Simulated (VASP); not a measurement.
# Co (P6_3/mmc) in VASP: a series of runs

The runs below take Co through single point, with PBE.

All numbers are computed with VASP 6.6.1; they aren't measurements. Logs are shortened: lines on timing, memory, paths and dates and some standing lists are left out, and cuts for length are marked.

### Step 1. The cell of the first run

Symmetry: P6_3/mmc, No. 194, hexagonal system. The conventional cell has a = 2.505 Å, b = 2.505 Å, c = 4.089 Å, α = 90.00°, β = 90.00°, γ = 120.00°. Within 3.3 Å of Co (site symmetry -6m2) lie 12 Co at 2.50 to 2.51 Å.

### Step 2. Single point, PBE, collinear spin, antiferromagnetic start

INCAR reads:

```
SYSTEM = Co
PREC = Accurate
ENCUT = 520
EDIFF = 1E-7
ISMEAR = -1
SIGMA = 0.05
LREAL = .FALSE.
LASPH = .TRUE.
NELM = 150
ALGO = Normal
ISIF = 2
LWAVE = .FALSE.
LCHARG = .TRUE.
ISPIN = 2
MAGMOM = 3 -3
LORBIT = 11
LMAXMIX = 4
GGA = PE
LELF = .TRUE.
LVHAR = .TRUE.
NBANDS = 20
```

KPOINTS reads:

```
Automatic mesh
0
G
  13 13 7
  0 0 0
```

POSCAR reads:

```
Co
1.0
    2.5053999800      0.0000000000      0.0000000000
   -1.2526999900      2.1697400300      0.0000000000
    0.0000000000      0.0000000000      4.0893000000
Co
2
Direct
    0.3333333300      0.6666666700      0.2500000000
    0.6666666700      0.3333333300      0.7500000000
```

Potentials or basis: VASP PAW PBE potentials, release 64 (Co).

On the command line:

```
> cat potpaw_PBE.64/Co/POTCAR > POTCAR
> mpirun -np 1 vasp_std > vasp.out
```

OUTCAR:

```text
SYSTEM = Co
   PREC = Accurate
   ENCUT = 520
   EDIFF = 1E-7
   ISMEAR = -1
   LREAL = .FALSE.
   LASPH = .TRUE.
   NELM = 150
   ISIF = 2
   ISPIN = 2
   LORBIT = 11
   GGA = PE

 ion  position               nearest neighbor table
   1  0.333  0.667  0.250-   2 2.50   2 2.50   2 2.50   2 2.50   2 2.50   2 2.50
   2  0.667  0.333  0.750-   1 2.50   1 2.50   1 2.50   1 2.50   1 2.50   1 2.50

  LATTYP: Found a hexagonal cell.
 ALAT       =     2.5053999800
 C/A-ratio  =     1.6321944730

  Lattice vectors:

 A1 = (   2.5053999800,   0.0000000000,   0.0000000000)
 A2 = (  -1.2526999900,   2.1697400300,   0.0000000000)
 A3 = (   0.0000000000,   0.0000000000,   4.0893000000)

Analysis of symmetry for initial positions (statically):
=====================================================================
 Subroutine PRICEL returns:
 Original cell was already a primitive cell.

 Routine SETGRP: Setting up the symmetry group for a
 hexagonal supercell.

 Subroutine GETGRP returns: Found 24 space group operations
 (whereof 12 operations were pure point group operations)
 out of a pool of 24 trial point group operations.

The static configuration has the point symmetry D_3d.
 The point group associated with its full space group is D_6h.

Analysis of symmetry for dynamics (positions and initial velocities):
=====================================================================
 Subroutine PRICEL returns:
 Original cell was already a primitive cell.

 Routine SETGRP: Setting up the symmetry group for a
 hexagonal supercell.

 Subroutine GETGRP returns: Found 24 space group operations
 (whereof 12 operations were pure point group operations)
 out of a pool of 24 trial point group operations.

The dynamic configuration has the point symmetry D_3d.
 The point group associated with its full space group is D_6h.

Analysis of structural, dynamic, and magnetic symmetry:
=====================================================================
 Subroutine PRICEL returns:
 Original cell was already a primitive cell.

 Routine SETGRP: Setting up the symmetry group for a
 hexagonal supercell.

 Subroutine GETGRP returns: Found 24 space group operations
 (whereof 12 operations were pure point group operations)
 out of a pool of 24 trial point group operations.

The overall configuration has the point symmetry D_3d.
 The point group associated with its full space group is D_6h.

 Subroutine INISYM returns: Found 24 space group operations
 (whereof 12 operations are pure point group operations),
 and found     1 'primitive' translations

----------------------------------------------------------------------------------------

                                     Primitive cell

  volume of cell :      22.2297

  direct lattice vectors                    reciprocal lattice vectors
     2.505399980  0.000000000  0.000000000     0.399137865  0.230442354  0.000000000
    -1.252699990  2.169740030  0.000000000     0.000000000  0.460884708  0.000000000
     0.000000000  0.000000000  4.089300000     0.000000000  0.000000000  0.244540630

  length of vectors
     2.505399980  2.505399981  4.089300000     0.460884708  0.460884708  0.244540630

  position of ions in fractional coordinates (direct lattice)
     0.333333330  0.666666670  0.250000000
     0.666666670  0.333333330  0.750000000

  ion indices of the primitive-cell ions
   primitive index   ion index
                 1           1
                 2           2

----------------------------------------------------------------------------------------

 KPOINTS: Automatic mesh

Automatic generation of k-mesh.
 Grid dimensions read from file:
 generate k-points for:   13   13    7

 Generating k-lattice:

  Cartesian coordinates                     Fractional coordinates (reciprocal lattice)
     0.030702913  0.017726335  0.000000000     0.076923077  0.000000000  0.000000000
     0.000000000  0.035452670  0.000000000     0.000000000  0.076923077  0.000000000
     0.000000000  0.000000000  0.034934376     0.000000000  0.000000000  0.142857143

  Length of vectors
     0.035452670  0.035452670  0.034934376

  Shift w.r.t. Gamma in fractional coordinates (k-lattice)
     0.000000000  0.000000000  0.000000000

 Subroutine IBZKPT returns following result:
 ===========================================

 Found     84 irreducible k-points:

 Following reciprocal coordinates:
            Coordinates               Weight
  0.000000  0.000000  0.000000      1.000000
  0.076923  0.000000  0.000000      6.000000
  0.153846  0.000000  0.000000      6.000000
  0.230769 -0.000000  0.000000      6.000000
  0.307692  0.000000  0.000000      6.000000
  0.384615 -0.000000  0.000000      6.000000
[... 16 lines left out ...]
  0.076923  0.000000  0.142857     12.000000
  0.153846  0.000000  0.142857     12.000000
 [... further k-points ...]
   k-points           NKPTS =     84   k-points in BZ     NKDIM =     84   number of bands    NBANDS=     20
   number of dos      NEDOS =    301   number of ions     NIONS =      2
   total plane-waves  NPLWV =  12000
   dimension x,y,z NGX =    20 NGY =   20 NGZ =   30
   dimension x,y,z NGXF=    40 NGYF=   40 NGZF=   60
   ions per type =               2
   NGX,Y,Z   is equivalent  to a cutoff of  13.27, 13.27, 12.20 a.u.
   NGXF,Y,Z  is equivalent  to a cutoff of  26.54, 26.54, 24.39 a.u.
 SYSTEM =  Co
   PREC   = accura    normal or accurate (medium, high low for compatibility)
   ISTART =      0    job   : 0-new  1-cont  2-samecut
   ICHARG =      2    charge: 1-file 2-atom 10-const
   ISPIN  =      2    spin polarized calculation?
   LNONCOLLINEAR =      F non collinear calculations
   LSORBIT =      F    spin-orbit coupling
   LASPH  =      T    aspherical Exc in radial PAW
   ENCUT  =  520.0 eV  38.22 Ry    6.18 a.u.   4.66  4.66  7.60*2*pi/ulx,y,z
   NELM   =    150;   NELMIN=  2; NELMDL= -5     # of ELM steps
   EDIFF  = 0.1E-06   stopping-criterion for ELM
   LREAL  =      F    real-space projection
   EDIFFG = 0.1E-05   stopping-criterion for IOM
   NSW    =      0    number of steps for IOM
   IBRION =     -1    ionic relax: 0-MD 1-quasi-New 2-CG
   NFREE  =      0    steps in history (QN), initial steepest desc. (CG)
   ISIF   =      2    stress and relaxation
   ISYM   =      2    0-nonsym 1-usesym 2-fastsym
   POTIM  = 0.5000    time-step for ionic-motion
   TEBEG  =    0.0;   TEEND  =   0.0 temperature during run
   PSTRESS=    0.0 pullay stress
   NELECT =      18.0000    total number of electrons
   NUPDOWN=      -1.0000    fix difference up-down
   EMIN   =  10.00;   EMAX   =-10.00  energy-range for DOS
   EFERMI =   0.00;   METHOD = LEGACY
   ISMEAR =    -1;   SIGMA  =   0.05  broadening in eV -4-tet -1-fermi 0-gaus
   EFERMI_NEDOS =   21; number of points for ismear=-14 and -15
   IALGO  =     38    algorithm
   IMIX   =      4    mixing-type and parameters
     AMIX     =   0.40;   BMIX     =  1.00
     AMIX_MAG =   1.60;   BMIX_MAG =  1.00
  volume/ion in A,a.u.               =      11.11        75.01
  Fermi-wavevector in a.u.,A,eV,Ry     =   1.525882  2.883500 31.678680  2.328317
  Thomas-Fermi vector in A             =   2.633992
   LORBIT       =     11    0 simple, 1 ext, 2 COOP (PROOUT), +10 PAW based schemes
   GGA     = PE    functional components
   LHFCALC =     F    Hartree Fock is set to
   AEXX    =    0.0000 exact exchange contribution
   IVDW    =     0    specifies the selected vdW correction
   LEPSILON=     F    determine dielectric tensor
   LRPA    =     F    only Hartree local field effects (RPA)
 spin polarized calculation
  energy-cutoff  :      520.00
  volume of cell :       22.23
 maximum number of plane-waves:       615
 NGX is ok and might be reduce to    20
   NGX =  9   NGY =  9   NGZ = 15

 number of electron      18.0000005 magnetization      -0.0000000

 number of electron      18.0000005 magnetization       0.0000000

 Free energy of the ion-electron system (eV)
  ---------------------------------------------------
  ext. energy  EPLUGINS =         0.00000000
  ---------------------------------------------------
  free energy    TOTEN  =       -13.60285458 eV

  energy without entropy =      -13.55869266  energy(sigma->0) =      -13.58077362

 E-fermi :   9.9207     XC(G=0): -13.2738

 val. band max:        9.9205102205   @ k =   0.2308   0.2308   0.4286
 cond. band min:       9.9234094771   @ k =   0.3846   0.1538   0.4286
 fundamental gap:      0.0028992566
 Fermi energy:         9.9207285076

 spin component 1

 k-point     1 :       0.0000    0.0000    0.0000
  band No.  band energies     occupation
      1       1.1408      1.00000
      2       5.2901      1.00000
      3       7.7622      1.00000
      4       7.7622      1.00000
      5       8.0564      1.00000
      6       8.5475      1.00000
[... 12 lines left out ...]
     19      35.7020      0.00000
     20      35.7020      0.00000
[... 507 lines left out ...]
 k-point    24 :       0.1538    0.0000    0.1429
  band No.  band energies     occupation
      1       2.1344      1.00000
      2       5.7060      1.00000
      3       7.3970      1.00000
      4       7.4900      1.00000
      5       8.0755      1.00000
      6       8.1313      1.00000
[... 12 lines left out ...]
     19      36.3148      0.00000
     20      37.3555      0.00000

 [... further k-points ...]

 spin component 2

 k-point     1 :       0.0000    0.0000    0.0000
  band No.  band energies     occupation
      1       1.1408      1.00000
      2       5.2901      1.00000
      3       7.7622      1.00000
      4       7.7622      1.00000
      5       8.0564      1.00000
      6       8.5475      1.00000
[... 12 lines left out ...]
     19      35.7020      0.00000
     20      35.7020      0.00000
[... 507 lines left out ...]
 k-point    24 :       0.1538    0.0000    0.1429
  band No.  band energies     occupation
      1       2.1344      1.00000
      2       5.7060      1.00000
      3       7.3970      1.00000
      4       7.4900      1.00000
      5       8.0755      1.00000
      6       8.1313      1.00000
[... 12 lines left out ...]
     19      36.3148      0.00000
     20      37.3555      0.00000

 [... further k-points ...]
[... 5 lines left out ...]
  --------------------------------------------------------------------------------------
  -------------------------------------------------------------------------------------
  Total       -1.4231506     -1.4231506     -1.2336249      0.0000000      0.0000000      0.0000000
  in kB     -102.5717354   -102.5717354    -88.9119152      0.0000000      0.0000000      0.0000000
  external PRESSURE =     -98.0184620 kB  Pullay stress =       0.0000000 kB

 VOLUME and BASIS-vectors are now :
 -----------------------------------------------------------------------------
  energy-cutoff  :      520.00
  volume of cell :       22.23
      direct lattice vectors                 reciprocal lattice vectors
     2.505399980  0.000000000  0.000000000     0.399137865  0.230442354  0.000000000
    -1.252699990  2.169740030  0.000000000     0.000000000  0.460884708  0.000000000
     0.000000000  0.000000000  4.089300000     0.000000000  0.000000000  0.244540630

 POSITION                                       TOTAL-FORCE (eV/Angst)
 -----------------------------------------------------------------------------------
     -0.00000      1.44649      1.02232        -0.000000     -0.000000      0.000000
      1.25270      0.72325      3.06697         0.000000      0.000000      0.000000
 -----------------------------------------------------------------------------------
    total drift:                               -0.000000      0.000000     -0.000000

  FREE ENERGIE OF THE ION-ELECTRON SYSTEM (eV)
  ---------------------------------------------------
  free  energy   TOTEN  =       -13.6028545845 eV

  energy  without entropy=      -13.5586926647  energy(sigma->0) =      -13.58077362

 total charge

# of ion       s       p       d       tot
------------------------------------------
    1        0.475   0.500   7.251   8.225
    2        0.475   0.500   7.251   8.225
--------------------------------------------------
tot          0.950   1.000  14.501  16.451

 magnetization (x)

# of ion       s       p       d       tot
------------------------------------------
    1        0.000   0.007   1.096   1.104
    2       -0.000  -0.007  -1.096  -1.104
--------------------------------------------------
tot          0.000   0.000   0.000   0.000
```

It took 43 s on 1 thread of Intel Xeon 6975P-C (Granite Rapids), shared host; peak memory 0.17 GiB.

What came out:

```yaml
Free_energy: -13.6029 eV
Pressure: -9.8 GPa
Band_gap_on_the_k_mesh: zero (filled and empty bands overlap)
Net_moment: 0.00 μB per cell
Site_moments: Co +1.10, -1.10 μB
Valence_electrons_inside_the_program's_atomic_spheres: Co 8.22
```

Levels at points of the mesh, in eV from the Fermi level:
Spin up:
```tsv
k point	band 7	band 8	band 9	band 10	band 11	band 12
(0.00, 0.00, 0.00)	-1.37	-1.02	-1.02	-0.22	0.27	0.27
```
Spin down:
```csv
k point,band 6,band 7,band 8,band 9,band 10,band 11,band 12,band 13
"(0.00, 0.00, 0.00)",-1.37,-1.37,-1.02,-1.02,-0.22,0.27,0.27,6.47
```

Caveat: the cell stands under tension.

### Step 3. Single point, PBE, collinear spin, ferromagnetic start

INCAR reads:

```
PREC     = Accurate       # precision mode
ENCUT    = 520            # plane-wave cutoff, eV
EDIFF    = 1E-6           # SCF threshold, eV
ISMEAR   = -1             # smearing method
SIGMA    = 0.05           # smearing width, eV
LREAL    = False          # projectors in reciprocal space
LASPH    = True           # aspherical terms in the spheres
NELM     = 150            # most SCF steps
ALGO     = Normal         # electronic algorithm
ISIF     = 2              # what is computed and relaxed
LWAVE    = False          # write WAVECAR
LCHARG   = False          # write CHGCAR
ISPIN    = 2              # spin polarisation
MAGMOM   = 1.87 1.87      # initial moments
LORBIT   = 11             # projections on sites
LMAXMIX  = 4              # l up to which the mixer works
GGA      = PE             # functional
NBANDS   = 20             # bands
```

KPOINTS reads:

```
Automatic mesh
0
Gamma
  13 13 7
```

POSCAR is that of step 2.

Potentials or basis: VASP PAW PBE potentials, release 64 (Co).

On the command line:

```
> cat potpaw_PBE.64/Co/POTCAR > POTCAR
> mpirun -np 1 vasp_std > vasp.out
```

It took 30 s on 1 thread of Intel Xeon 6975P-C (Granite Rapids), shared host; peak memory 0.17 GiB.

Results (log left out):

- Free energy: -14.0692 eV
- Pressure: -5.4 GPa
- Net moment: 3.24 μB per cell
- Site moments: Co +1.64 μB
- Valence electrons inside the program's atomic spheres: Co 8.23

Stress tensor (GPa, compression positive):
```
-4.54  0.00  0.00
 0.00 -4.54  0.00
 0.00  0.00 -7.00
```

Levels at points of the mesh, in eV from the Fermi level:
Spin up:
```
           k point  band 7  band 8  band 9  band 10  band 11  band 12  band 13  band 14  band 15  band 16
(0.00, 0.00, 0.00)   -2.26   -1.90   -1.90    -0.88    -0.88    -0.15     6.01    21.90    24.30    24.30
```
Spin down:
| k point | band 3 | band 4 | band 5 | band 6 | band 7 | band 8 | band 9 | band 10 | band 11 | band 12 |
| --- | --- | --- | --- | --- | --- | --- | --- | --- | --- | --- |
| (0.00, 0.00, 0.00) | -0.99 | -0.90 | -0.90 | -0.56 | -0.56 | -0.23 | -0.11 | -0.11 | 1.03 | 1.03 |

Caveat: the cell stands under tension.

### Step 4. Single point, PBE, collinear spin, ferromagnetic start

INCAR reads:

```
SYSTEM = Co
PREC = Accurate ; ENCUT = 520
EDIFF = 1E-7 ; ISMEAR = -1
SIGMA = 0.05 ; LREAL = .False.
LASPH = .True. ; NELM = 150
ALGO = Normal ; ISIF = 2
LWAVE = .False. ; LCHARG = .False.
ISPIN = 2 ; MAGMOM = 3 3
LORBIT = 11 ; LMAXMIX = 4
GGA = PE ; NBANDS = 20
```

KPOINTS reads:

```
regular mesh
0
Gamma
  13 13 7
  0 0 0
```

POSCAR is that of step 3.

On the command line:

```
> cat potpaw_PBE.64/Co/POTCAR > POTCAR
> mpirun -np 1 vasp_std > vasp.out
```

It took 31 s on 1 thread of Intel Xeon 6975P-C (Granite Rapids), shared host; peak memory 0.18 GiB.

Results (log left out):

| Item | Value |
| --- | --- |
| Free energy | -14.0692 eV |
| Pressure | -5.4 GPa |
| Net moment | 3.24 μB per cell |
| Site moments | Co +1.64 μB |
| Valence electrons inside the program's atomic spheres | Co 8.23 |

Stress tensor (GPa, compression positive):
```
-4.53  0.00  0.00
 0.00 -4.53  0.00
 0.00  0.00 -6.99
```

Levels at points of the mesh, in eV from the Fermi level:
Spin up:
```tsv
k point	band 7	band 8	band 9	band 10	band 11	band 12	band 13	band 14	band 15	band 16
(0.00, 0.00, 0.00)	-2.26	-1.90	-1.90	-0.88	-0.88	-0.15	6.01	21.90	24.30	24.30
```
Spin down:
| k point | band 5 | band 6 | band 7 | band 8 | band 9 | band 10 |
| --- | --- | --- | --- | --- | --- | --- |
| (0.00, 0.00, 0.00) | -0.90 | -0.56 | -0.56 | -0.23 | -0.11 | -0.11 |

Caveat: the cell stands under tension.

(Continued in part 2 of 2.)
